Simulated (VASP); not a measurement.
**Rh: relaxation of cell and atoms with LDA**

The system is Rh.

```
Rh
1.0
     0.00000    1.89785    1.89785
     1.89785    0.00000    1.89785
     1.89785    1.89785    0.00000
Rh
1
Direct
  0.00000 0.00000 0.00000
```

```yaml
Program: VASP 6.6.1
Task: relaxation of cell and atoms
Functional: LDA
Potentials_or_basis: VASP PAW LDA potentials, release 64 (Rh_pv)
Cutoff: 600 eV
k_mesh: 10 × 10 × 10
Occupations: gaussian, width 0.05 eV
Spin: no spin polarisation
Dipole_correction: no
Further_INCAR_settings: ALGO = Normal; EDIFF = 1e-06; IBRION = 2; EDIFFG = -0.02; NSW = 80; ISIF = 3
```

```yaml
Relaxed_volume: 13.25 Å³/atom
Relaxed_cell: a = 2.656 Å, b = 2.656 Å, c = 2.656 Å, α = 60.00°, β = 60.00°, γ = 60.00°
Space_group_after_relaxing_to_0.05_Å: Fm-3m (No. 225)
Energy_gained_by_relaxing: 12.3 meV/atom
Ionic_steps: 4
Pressure_after_relaxing: -0.1 GPa
```

The path:
```tsv
step	energy change (eV)	largest force (eV/Å)	pressure (GPa)	volume (Å³)
1	0.0000	0.0000	-9.15	13.67
2	0.0894	0.0000	33.20	12.18
3	-0.0123	0.0000	-0.37	13.27
4	-0.0123	0.0000	-0.05	13.25
```

Final structure:
```yaml
crystal:
  lattice:
    - [0.00000, 1.87826, 1.87826]
    - [1.87826, 0.00000, 1.87826]
    - [1.87826, 1.87826, 0.00000]
  atoms:
    - { symbol: Rh, position: [0.00000, 0.00000, 0.00000] }
```

Levels at points of the mesh, in eV from the Fermi level:
```
           k point  band 4  band 5  band 6  band 7  band 8  band 9  band 10  band 11
(0.00, 0.00, 0.00)   -8.35   -3.34   -3.34   -3.34   -1.08   -1.08    15.87    20.19
(0.50, 0.00, 0.00)   -6.53   -3.41   -3.41    0.58    0.58    0.61     8.93    15.40
(0.50, 0.50, 0.00)   -6.74   -6.37    0.56    1.01    1.01    3.21    12.68    13.38
```

It took 13 s on 1 thread of Intel(R) Xeon(R) Platinum 8488C (Sapphire Rapids), with other jobs on the host, peak memory 0.14 GiB.

LDA usually gives volumes a few per cent too small. Zero-point motion and thermal expansion aren't in these numbers.
